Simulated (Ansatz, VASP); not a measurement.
# ScSiS4: VASP beside Ansatz

```
CELL_PARAMETERS angstrom
2.46638 -4.54375 0.00000
2.46638 4.54375 0.00000
0.00000 0.00000 4.97961
ATOMIC_POSITIONS crystal
Sc 0.00000 0.00000 0.00000
Si 0.50000 0.50000 0.50000
S 0.63731 0.36269 0.00000
S 0.11719 0.88281 0.50000
S 0.88281 0.11719 0.50000
S 0.36269 0.63731 0.00000
```

Change from the starting cell: species swapped into the LaGdC4 type (Cmmm, No. 65).

Alike in both runs: functional PBE; k mesh 4 × 4 × 4; occupations gaussian, width 0.1 eV; no spin polarisation.

Ansatz relaxed the structure, and its values are those at the end. VASP's run is a single point on that final structure, the one shown.

|  | VASP | Ansatz |
| --- | --- | --- |
| version | VASP 6.6.1 | Ansatz 0.2.0 |
| potentials or method | VASP PAW PBE potentials, release 64 (Sc_sv, Si, S), cutoff 520 eV | scalar-relativistic, plane waves, PAW |
| valence electrons in the cell | 39 | 39 |

Ansatz gave:

- gap on the k mesh at the Fermi level (eV): none
- pressure (GPa): 0.0
- rms of the force components (eV/Å): 0.010

Question: Which values does VASP return?

Answer: gap on the k mesh at the Fermi level (eV): none; pressure (GPa): -0.1; rms of the force components (eV/Å): 0.027.

A gap of «none» marks a metal or a gap that the smearing closes. The functional is the same, so the differences come from potentials, cutoffs and numerics.

The k mesh is coarse, so the values compare programs but aren't converged.
